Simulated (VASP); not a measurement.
La5O:

```xyz
6
Lattice="5.3892 0.0000 0.0000 -2.6946 4.6672 0.0000 0.0000 0.0000 6.5045" Properties=species:S:1:pos:R:3 pbc="T T T"
La    0.0000    0.0000    3.2523
La    0.0000    3.1115    5.0029
La    2.6946    1.5557    5.0029
La    2.6946    1.5557    1.5017
La    0.0000    3.1115    1.5017
O     0.0000    0.0000    0.0000
```

The cell was generated, and may not be a known phase.

```yaml
Program: VASP 6.6.1
Task: relaxation of cell and atoms
Functional: PBE
Potentials_or_basis: VASP PAW PBE potentials, release 64 (La, O)
Cutoff: 600 eV
k_mesh: 6 × 6 × 4
Occupations: gaussian, width 0.1 eV
Spin: no spin polarisation
```

At the start: pressure 1.4 GPa; volume 27.27 Å³/atom.

Where does the relaxation end?

Over 5 steps the energy falls by 8.7 meV/atom and the volume is 28.20 Å³/atom (+3.4 %); space group P6/mmm (No. 191, to 0.1 Å) before and after.

The path:
```tsv
step	energy change (eV)	largest force (eV/Å)	pressure (GPa)	volume (Å³)
1	0.0000	0.0670	1.41	163.61
2	-0.0382	0.1308	0.03	169.33
3	-0.0389	0.1381	-0.17	170.28
4	-0.0440	0.1055	-0.15	170.00
5	-0.0525	0.0042	-0.06	169.17
```

Final structure:
```cif
data_structure
_symmetry_space_group_name_H-M 'P 1'
_symmetry_Int_Tables_number 1
_cell_length_a 5.3839
_cell_length_b 5.3839
_cell_length_c 6.7391
_cell_angle_alpha 90.000
_cell_angle_beta 90.000
_cell_angle_gamma 120.000
_cell_volume 169.17
loop_
_atom_site_label
_atom_site_type_symbol
_atom_site_fract_x
_atom_site_fract_y
_atom_site_fract_z
_atom_site_occupancy
La1 La 0.00000 0.00000 0.50000 1
La2 La 0.33333 0.66667 0.77399 1
La3 La 0.66667 0.33333 0.77399 1
La4 La 0.66667 0.33333 0.22601 1
La5 La 0.33333 0.66667 0.22601 1
O1 O 0.00000 0.00000 0.00000 1
```
